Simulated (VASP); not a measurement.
Wanted: the native input for a VASP 6.6.1 run.

```
Task                   : single point
Functional             : r2SCAN
Potentials or basis    : VASP PAW PBE potentials, release 64 (Hf_pv, Si)
Cutoff                 : 520 eV
k mesh                 : 6 × 10 × 8
Occupations            : gaussian, width 0.15 eV
Spin                   : no spin polarisation
Dipole correction      : no
Further INCAR settings : ALGO = Normal; EDIFF = 1e-07; NBANDS = 38
```

Crystal: HfSi.

```xyz
8
Lattice="6.9658 0.0000 0.0000 0.0000 3.7185 0.0000 0.0000 0.0000 5.2250" Properties=species:S:1:pos:R:3 pbc="T T T"
Hf    1.2233    0.9296    0.6590
Hf    2.2596    2.7889    3.2716
Hf    4.7062    0.9296    1.9535
Hf    5.7425    2.7889    4.5660
Si    0.2986    0.9296    3.3391
Si    3.1843    2.7889    0.7266
Si    3.7815    0.9296    4.4984
Si    6.6672    2.7889    1.8859
```

This cell differs from its parent crystal: strain +0.0150 x Voigt [1, -1, 0, 0, 0, 0].

One way to write it, as run:

POSCAR

```
HfSi
1.0
    6.9657870578      0.0000000000      0.0000000000
    0.0000000000      3.7185301570      0.0000000000
    0.0000000000      0.0000000000      5.2250393614
Hf Si
4 4
Direct
    0.1756138749      0.2500000000      0.1261301678
    0.3243861251      0.7500000000      0.6261301678
    0.6756138749      0.2500000000      0.3738698322
    0.8243861251      0.7500000000      0.8738698322
    0.0428633008      0.2500000000      0.6390606762
    0.4571366992      0.7500000000      0.1390606762
    0.5428633008      0.2500000000      0.8609393238
    0.9571366992      0.7500000000      0.3609393238
```

INCAR.step1

```
SYSTEM = HfSi
ALGO = Normal
EDIFF = 1E-4
ENCUT = 520
GGA = PE
ISMEAR = 0
LASPH = .True.
LCHARG = .False.
LREAL = .False.
LWAVE = .True.
NBANDS = 38
NELM = 80
PREC = Accurate
SIGMA = 0.15
```

INCAR.step2

```
SYSTEM = HfSi
ALGO = Normal
EDIFF = 1E-7
ENCUT = 520
ISIF = 2
ISMEAR = 0
ISTART = 1
LASPH = .True.
LCHARG = .False.
LMIXTAU = .True.
LREAL = .False.
LWAVE = .False.
METAGGA = R2SCAN
NBANDS = 38
NELM = 80
PREC = Accurate
SIGMA = 0.15
```

KPOINTS

```
k-points
0
Gamma
  6 10 8
  0 0 0
```

Potentials or basis: VASP PAW PBE potentials, release 64 (Hf_pv, Si).

Command:

```sh
$ cat potpaw_PBE.64/Hf_pv/POTCAR potpaw_PBE.64/Si/POTCAR > POTCAR
$ cp INCAR.step1 INCAR
$ mpirun -np 1 vasp_std > vasp.out
$ cp INCAR.step2 INCAR
$ mpirun -np 1 vasp_std > vasp.out
```

It gave:

```yaml
Pressure: -0.2 GPa
Largest_force: 0.126 eV/Å
Band_gap_on_the_k_mesh: zero (bands 28 and 29 overlap by 0.26 eV)
```

Caveat: the cell differs from its parent crystal (strain +0.0150 x Voigt [1, -1, 0, 0, 0, 0]); the PAW data sets were made with another functional, which shifts forces and pressure a little; spin-orbit coupling is left out, which moves the levels of the heavy elements.

Wall time 49 min on 1 thread of Oxide Virtual Turin-like Processor, with other jobs on the host, peak memory 0.55 GiB.
